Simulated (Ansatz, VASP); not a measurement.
# One calculation of AlN, two programs

```
Al N
1.0
     0.00000    2.03906    2.03906
     2.03906    0.00000    2.03906
     2.03906    2.03906    0.00000
Al N
1 1
Direct
  0.00000 0.00000 0.00000
  0.50000 0.50000 0.50000
```

Change from the starting cell: hydrostatic strain +1.0%.

Alike in both runs: task single point; functional PBE; k mesh 10 × 10 × 10; occupations fermi-dirac, width 0.02 eV; no spin polarisation.

```csv
,VASP,Ansatz
version,VASP 6.6.1,Ansatz 0.2.0
potentials or method,"VASP PAW PBE potentials, release 64 (Al, N)","plane waves, PAW"
plane-wave cutoff (eV),520,420
valence electrons in the cell,8,8
```

Ansatz gave:

| Quantity | Value |
| --- | --- |
| gap on the k mesh at the Fermi level (eV) | 4.38 |
| pressure (GPa) | -1.4 |

Problem. Which values does VASP return?

Solution. gap on the k mesh at the Fermi level (eV): 4.36; pressure (GPa): -1.7.

With one functional, cell and mesh, what is left measures potentials, basis and numerics.
